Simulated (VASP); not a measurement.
# MoS2 (R3m) in VASP: notebook

The runs below take MoS2 through single point, with PBE+D3(BJ).

Program: VASP 6.6.1. These are calculated values, not measurements. Logs are shortened: lines on timing, memory, paths and dates and some standing lists are left out, and cuts for length are marked.

### 1 The cell of the first run

It takes space group R3m (No. 160, trigonal). The conventional cell has a = 3.170 Å, b = 3.170 Å, c = 18.869 Å, α = 90.00°, β = 90.00°, γ = 120.00°. Mo (site symmetry 3m) has 6 S at 2.41 Å and 6 Mo at 3.17 Å within 3.2 Å. Within 3.2 Å of S (site symmetry 3m) lie 3 Mo at 2.41 Å and 7 S at 3.13 to 3.17 Å. Within 3.2 Å of S (site symmetry 3m) lie 3 Mo at 2.41 Å and 7 S at 3.13 to 3.17 Å.

### 2 Single point, PBE+D3(BJ) (18.24 Å³/atom)

INCAR

```
SYSTEM = MoS2
  PREC = Accurate
  ENCUT = 520
  EDIFF = 1E-6
  ISMEAR = 0
  SIGMA = 0.02
  LREAL = .FALSE.
  LASPH = .TRUE.
  NELM = 80
  ALGO = Normal
  ISIF = 2
  LWAVE = .FALSE.
  LCHARG = .TRUE.
  GGA = PE
  IVDW = 12
  LELF = .TRUE.
  LVHAR = .TRUE.
  NBANDS = 20
```

KPOINTS

```
Automatic mesh
0
G
  12 12 12
  0 0 0
```

POSCAR

```
MoS2
1.0
    1.5848690937      0.9150245979      6.2895001209
   -1.5848690937      0.9150245979      6.2895001209
    0.0000000000     -1.8300491957      6.2895001209
Mo S
1 2
Direct
    0.0000998039      0.0000998039      0.0000998039
    0.2505945920      0.2505945920      0.2505945920
    0.4163056042      0.4163056042      0.4163056042
```

Potentials or basis: VASP PAW PBE potentials, release 64 (Mo_sv, S).

Command:

```sh
$ cat potpaw_PBE.64/Mo_sv/POTCAR potpaw_PBE.64/S/POTCAR > POTCAR
$ mpirun -np 1 vasp_std > vasp.out
```

OUTCAR:

```text
SYSTEM = MoS2
   PREC = Accurate
   ENCUT = 520
   EDIFF = 1E-6
   ISMEAR = 0
   LREAL = .FALSE.
   LASPH = .TRUE.
   NELM = 80
   ISIF = 2
   GGA = PE
   IVDW = 12
 IVDW          = 12

 ion  position               nearest neighbor table
   1  0.000  0.000  0.000-   2 2.41   2 2.41   2 2.41   3 2.41   3 2.41   3 2.41
   2  0.251  0.251  0.251-   1 2.41   1 2.41   1 2.41
   3  0.416  0.416  0.416-   1 2.41   1 2.41   1 2.41

  LATTYP: Found a trigonal (rhomboedric) cell.
 ALAT       =     6.5503352456
 COS(alpha) =     0.8829181077

  Lattice vectors:

 A1 = (   1.5848690937,   0.9150245979,   6.2895001209)
 A2 = (  -1.5848690937,   0.9150245979,   6.2895001209)
 A3 = (   0.0000000000,  -1.8300491957,   6.2895001209)

Analysis of symmetry for initial positions (statically):
=====================================================================
 Subroutine PRICEL returns:
 Original cell was already a primitive cell.

 Routine SETGRP: Setting up the symmetry group for a
 trigonal (rhombohedral) supercell.

 Subroutine GETGRP returns: Found  6 space group operations
 (whereof  6 operations were pure point group operations)
 out of a pool of 12 trial point group operations.

The static configuration has the point symmetry C_3v.

Analysis of symmetry for dynamics (positions and initial velocities):
=====================================================================
 Subroutine PRICEL returns:
 Original cell was already a primitive cell.

 Routine SETGRP: Setting up the symmetry group for a
 trigonal (rhombohedral) supercell.

 Subroutine GETGRP returns: Found  6 space group operations
 (whereof  6 operations were pure point group operations)
 out of a pool of 12 trial point group operations.

The dynamic configuration has the point symmetry C_3v.

 Subroutine INISYM returns: Found  6 space group operations
 (whereof  6 operations are pure point group operations),
 and found     1 'primitive' translations

----------------------------------------------------------------------------------------

                                     Primitive cell

  volume of cell :      54.7260

  direct lattice vectors                    reciprocal lattice vectors
     1.584869094  0.915024598  6.289500121     0.315483469  0.182144466  0.052998383
    -1.584869094  0.915024598  6.289500121    -0.315483469  0.182144466  0.052998383
     0.000000000 -1.830049196  6.289500121     0.000000000 -0.364288932  0.052998383

  length of vectors
     6.550335246  6.550335246  6.550335246     0.368123966  0.368123966  0.368123966

  position of ions in fractional coordinates (direct lattice)
     0.000099804  0.000099804  0.000099804
     0.250594592  0.250594592  0.250594592
     0.416305604  0.416305604  0.416305604

  ion indices of the primitive-cell ions
   primitive index   ion index
                 1           1
                 2           2
                 3           3

----------------------------------------------------------------------------------------

 KPOINTS: Automatic mesh

Automatic generation of k-mesh.
 Grid dimensions read from file:
 generate k-points for:   12   12   12

 Generating k-lattice:

  Cartesian coordinates                     Fractional coordinates (reciprocal lattice)
     0.026290289  0.015178705  0.004416532     0.083333333  0.000000000  0.000000000
    -0.026290289  0.015178705  0.004416532     0.000000000  0.083333333  0.000000000
     0.000000000 -0.030357411  0.004416532     0.000000000  0.000000000  0.083333333

  Length of vectors
     0.030676997  0.030676997  0.030676997

  Shift w.r.t. Gamma in fractional coordinates (k-lattice)
     0.000000000  0.000000000  0.000000000

 Subroutine IBZKPT returns following result:
 ===========================================

 Found    189 irreducible k-points:

 Following reciprocal coordinates:
            Coordinates               Weight
  0.000000  0.000000  0.000000      1.000000
  0.083333  0.000000 -0.000000      6.000000
  0.166667  0.000000 -0.000000      6.000000
  0.250000  0.000000  0.000000      6.000000
  0.333333  0.000000  0.000000      6.000000
  0.416667  0.000000 -0.000000      6.000000
[... 16 lines left out ...]
  0.500000  0.166667 -0.000000     12.000000
 -0.416667  0.166667 -0.000000     12.000000
 [... further k-points ...]
   k-points           NKPTS =    189   k-points in BZ     NKDIM =    189   number of bands    NBANDS=     20
   number of dos      NEDOS =    301   number of ions     NIONS =      3
   total plane-waves  NPLWV = 125000
   dimension x,y,z NGX =    50 NGY =   50 NGZ =   50
   dimension x,y,z NGXF=   100 NGYF=  100 NGZF=  100
   ions per type =               1   2
   NGX,Y,Z   is equivalent  to a cutoff of  12.69, 12.69, 12.69 a.u.
   NGXF,Y,Z  is equivalent  to a cutoff of  25.38, 25.38, 25.38 a.u.
 SYSTEM =  MoS2
   PREC   = accura    normal or accurate (medium, high low for compatibility)
   ISTART =      0    job   : 0-new  1-cont  2-samecut
   ICHARG =      2    charge: 1-file 2-atom 10-const
   ISPIN  =      1    spin polarized calculation?
   LNONCOLLINEAR =      F non collinear calculations
   LSORBIT =      F    spin-orbit coupling
   LASPH  =      T    aspherical Exc in radial PAW
   ENCUT  =  520.0 eV  38.22 Ry    6.18 a.u.  12.18 12.18 12.18*2*pi/ulx,y,z
   NELM   =     80;   NELMIN=  2; NELMDL= -5     # of ELM steps
   EDIFF  = 0.1E-05   stopping-criterion for ELM
   LREAL  =      F    real-space projection
   EDIFFG = 0.1E-04   stopping-criterion for IOM
   NSW    =      0    number of steps for IOM
   IBRION =     -1    ionic relax: 0-MD 1-quasi-New 2-CG
   NFREE  =      0    steps in history (QN), initial steepest desc. (CG)
   ISIF   =      2    stress and relaxation
   ISYM   =      2    0-nonsym 1-usesym 2-fastsym
   POTIM  = 0.5000    time-step for ionic-motion
   TEBEG  =    0.0;   TEEND  =   0.0 temperature during run
   PSTRESS=    0.0 pullay stress
   NELECT =      26.0000    total number of electrons
   NUPDOWN=      -1.0000    fix difference up-down
   EMIN   =  10.00;   EMAX   =-10.00  energy-range for DOS
   EFERMI =   0.00;   METHOD = LEGACY
   ISMEAR =     0;   SIGMA  =   0.02  broadening in eV -4-tet -1-fermi 0-gaus
   EFERMI_NEDOS =   21; number of points for ismear=-14 and -15
   IALGO  =     38    algorithm
   IMIX   =      4    mixing-type and parameters
     AMIX     =   0.40;   BMIX     =  1.00
     AMIX_MAG =   1.60;   BMIX_MAG =  1.00
  volume/ion in A,a.u.               =      18.24       123.10
  Fermi-wavevector in a.u.,A,eV,Ry     =   1.277423  2.413980 22.202120  1.631810
  Thomas-Fermi vector in A             =   2.410024
   LORBIT       =      0    0 simple, 1 ext, 2 COOP (PROOUT), +10 PAW based schemes
   GGA     = PE    functional components
   LHFCALC =     F    Hartree Fock is set to
   AEXX    =    0.0000 exact exchange contribution
   IVDW    =    12    specifies the selected vdW correction
   LEPSILON=     F    determine dielectric tensor
   LRPA    =     F    only Hartree local field effects (RPA)
 non-spin polarized calculation
 Gauss-broadening in eV      SIGMA  =   0.02
  energy-cutoff  :      520.00
  volume of cell :       54.73
 maximum number of plane-waves:      1492
 NGX is ok and might be reduce to    50
   NGX = 25   NGY = 25   NGZ = 25

 number of electron      26.0000001 magnetization

 Free energy of the ion-electron system (eV)
  ---------------------------------------------------
  ext. energy  EPLUGINS =         0.00000000
  ---------------------------------------------------
  free energy    TOTEN  =       -21.82288663 eV

  energy without entropy =      -21.82288663  energy(sigma->0) =      -21.82288663

 E-fermi :   7.4079     XC(G=0): -10.6653

 val. band max:        7.1580906600   @ k =   0.5000   0.5000   0.5000
 cond. band min:       8.1967623203   @ k =  -0.1667   0.1667   0.0000
 fundamental gap:      1.0386716603
 Fermi energy:         7.4078710782

 k-point     1 :       0.0000    0.0000    0.0000
  band No.  band energies     occupation
      1     -54.2873      2.00000
      2     -28.4379      2.00000
      3     -28.2171      2.00000
      4     -28.2171      2.00000
      5      -7.6792      2.00000
      6      -6.1017      2.00000
[... 12 lines left out ...]
     19      15.4294      0.00000
     20      15.5153      0.00000

 k-point     2 :       0.0833    0.0000   -0.0000
  band No.  band energies     occupation
      1     -54.2846      2.00000
      2     -28.4327      2.00000
      3     -28.2437      2.00000
      4     -28.2231      2.00000
      5      -7.5731      2.00000
      6      -6.0657      2.00000
[... 12 lines left out ...]
     19      15.5812      0.00000
     20      15.9056      0.00000

 k-point     3 :       0.1667    0.0000   -0.0000
  band No.  band energies     occupation
      1     -54.2774      2.00000
      2     -28.4184      2.00000
      3     -28.3158      2.00000
      4     -28.2396      2.00000
      5      -7.2706      2.00000
      6      -5.9632      2.00000
[... 12 lines left out ...]
     19      15.7914      0.00000
     20      16.4307      0.00000

 k-point     4 :       0.2500    0.0000    0.0000
  band No.  band energies     occupation
      1     -54.2675      2.00000
      2     -28.4131      2.00000
      3     -28.3989      2.00000
      4     -28.2620      2.00000
      5      -6.8201      2.00000
      6      -5.8116      2.00000
[... 429 lines left out ...]
 k-point    23 :       0.5000    0.1667   -0.0000
  band No.  band energies     occupation
      1     -54.2477      2.00000
      2     -28.5551      2.00000
      3     -28.3598      2.00000
      4     -28.3568      2.00000
      5      -5.7135      2.00000
      6      -5.4575      2.00000
[... 12 lines left out ...]
     19      15.4085      0.00000
     20      15.8477      0.00000

 k-point    24 :      -0.4167    0.1667   -0.0000
  band No.  band energies     occupation
      1     -54.2454      2.00000
      2     -28.5719      2.00000
      3     -28.3672      2.00000
      4     -28.3552      2.00000
      5      -5.5689      2.00000
      6      -5.3980      2.00000
[... 12 lines left out ...]
     19      15.5800      0.00000
     20      15.8479      0.00000

 [... further k-points ...]

------------------------ aborting loop because EDIFF is reached ----------------------------------------

 Edisp (eV)   -1.24355

 E8    (eV) :    -0.5017

  FORCE on cell =-STRESS in cart. coord.  units (eV):
  Direction    XX          YY          ZZ          XY          YZ          ZX
  --------------------------------------------------------------------------------------
  -------------------------------------------------------------------------------------
  Total      -0.67136    -0.67136    -0.68057     0.00000    -0.00000     0.00000
  in kB     -19.65488   -19.65488   -19.92464     0.00000    -0.00000     0.00000
  external pressure =      -19.74 kB  Pullay stress =        0.00 kB

 VOLUME and BASIS-vectors are now :
 -----------------------------------------------------------------------------
  energy-cutoff  :      520.00
  volume of cell :       54.73
      direct lattice vectors                 reciprocal lattice vectors
     1.584869094  0.915024598  6.289500121     0.315483469  0.182144466  0.052998383
    -1.584869094  0.915024598  6.289500121    -0.315483469  0.182144466  0.052998383
     0.000000000 -1.830049196  6.289500121     0.000000000 -0.364288932  0.052998383

 POSITION                                       TOTAL-FORCE (eV/Angst)
 -----------------------------------------------------------------------------------
      0.00000      0.00000      0.00188         0.000000      0.000000      0.000185
      0.00000      0.00000      4.72834         0.000000      0.000000      0.013559
      0.00000      0.00000      7.85506         0.000000     -0.000000     -0.013744
 -----------------------------------------------------------------------------------
    total drift:                                0.000000     -0.000000     -0.000010

  FREE ENERGIE OF THE ION-ELECTRON SYSTEM (eV)
  ---------------------------------------------------
  free  energy   TOTEN  =       -23.0664350151 eV

  energy  without entropy=      -23.0664350151  energy(sigma->0) =      -23.06643502
```

It took 9.7 min on 1 thread of Intel Xeon 8259CL, shared host; peak memory 0.44 GiB.

What came out:

```
Free energy                : -23.0664 eV
Pressure                   : -2.0 GPa
Largest force              : 0.014 eV/Å
Band gap on the k mesh     : 1.04 eV (least direct gap 1.72 eV)
Dispersion energy per atom : -0.415 eV
```

Forces in eV/Å, atoms in the order of the input:
```
Mo   0.000  0.000  0.000
S    0.000  0.000  0.014
S    0.000  0.000 -0.014
```

### 3 Single point, PBE+D3(BJ) (18.93 Å³/atom)

This run uses another cell than the first one, of 18.93 Å³/atom.

INCAR

```
SYSTEM = MoS2
PREC = Accurate ; ENCUT = 520
EDIFF = 1E-6 ; ISMEAR = 0
SIGMA = 0.02 ; LREAL = .False.
LASPH = .True. ; NELM = 100
ALGO = Normal ; ISIF = 2
LWAVE = .False. ; LCHARG = .False.
GGA = PE ; IVDW = 12
NBANDS = 20
```

KPOINTS

```
Automatic mesh
0
Gamma
  12 12 12
  0 0 0
```

POSCAR

```
MoS2
1.0
    1.5872795770      0.9164162910      6.5070311496
   -1.5872795770      0.9164162910      6.5070311496
    0.0000000000     -1.8328325821      6.5070311496
Mo S
1 2
Direct
    0.0001052757      0.0001052757      0.0001052757
    0.2533561476      0.2533561476      0.2533561476
    0.4135385768      0.4135385768      0.4135385768
```

Potentials or basis: VASP PAW PBE potentials, release 64 (Mo_sv, S).

Command:

```sh
$ cat potpaw_PBE.64/Mo_sv/POTCAR potpaw_PBE.64/S/POTCAR > POTCAR
$ mpirun -np 1 vasp_std > vasp.out
```

It took 12 min on 1 thread of Intel Xeon 8259CL, shared host; peak memory 0.44 GiB.

It converged, with:

```
Free energy                : -23.0397 eV
Pressure                   : -2.4 GPa
Largest force              : 0.014 eV/Å
Band gap on the k mesh     : 1.19 eV (least direct gap 1.71 eV)
Dispersion energy per atom : -0.400 eV
```

Forces on the atoms (eV/Å):
```
Mo   0.000  0.000  0.000
S    0.000  0.000  0.014
S    0.000  0.000 -0.014
```

Levels at points of the mesh, in eV from the valence-band top:
| k point | band 10 | band 11 | band 12 | band 13 | band 14 | band 15 | band 16 | band 17 |
| --- | --- | --- | --- | --- | --- | --- | --- | --- |
| (0.00, 0.00, 0.00) | -1.98 | -1.98 | -1.41 | -0.89 | 2.27 | 2.27 | 2.57 | 2.57 |
| (0.50, 0.00, 0.00) | -3.66 | -2.22 | -1.40 | -1.19 | 1.80 | 2.24 | 3.59 | 3.72 |
| (0.50, 0.50, 0.00) | -3.63 | -2.59 | -1.49 | -1.07 | 1.78 | 2.33 | 3.24 | 3.95 |
| (0.50, 0.50, 0.50) | -3.01 | -1.97 | -1.97 | 0.00 | 2.32 | 2.32 | 2.51 | 2.51 |
